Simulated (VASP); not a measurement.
The system is Si4B.

```xyz
5
Lattice="-2.5959 2.5959 2.5959 2.5959 -2.5959 2.5959 2.5959 2.5959 -2.5959" Properties=species:S:1:pos:R:3 pbc="T T T"
Si    1.2980    1.2980   -1.2980
Si    1.2980   -1.2980    1.2980
Si   -1.2980    1.2980    1.2980
Si    1.2980    1.2980    1.2980
B     0.0000    0.0000    0.0000
```

```yaml
Program: VASP 6.6.1
Task: relaxation of cell and atoms
Functional: PBEsol
Potentials_or_basis: VASP PAW PBE potentials, release 64 (Si, B)
Cutoff: 600 eV
k_mesh: 10 × 10 × 10
Occupations: gaussian, width 0.1 eV
Spin: no spin polarisation
```

At the start: pressure -3.8 GPa; volume 14.00 Å³/atom.

Problem. How do energy, volume and symmetry change on relaxing?

Solution. Over 3 steps the energy falls by 5.9 meV/atom and the volume is 13.51 Å³/atom (-3.5 %); space group Im-3m (No. 229, to 0.05 Å).

Step by step:
```tsv
step	energy change (eV)	largest force (eV/Å)	pressure (GPa)	volume (Å³)
1	0.0000	0.0000	-3.76	69.98
2	-0.0256	0.0000	1.50	66.70
3	-0.0295	0.0000	0.01	67.54
```

Final structure:
```
CELL_PARAMETERS angstrom
-2.56553 2.56553 2.56553
2.56553 -2.56553 2.56553
2.56553 2.56553 -2.56553
ATOMIC_POSITIONS crystal
Si 0.00000 0.00000 0.50000
Si 0.00000 0.50000 0.00000
Si 0.50000 0.00000 0.00000
Si 0.50000 0.50000 0.50000
B 0.00000 0.00000 0.00000
```

Caveat: the PAW data sets were made with another functional, which shifts forces and pressure a little.
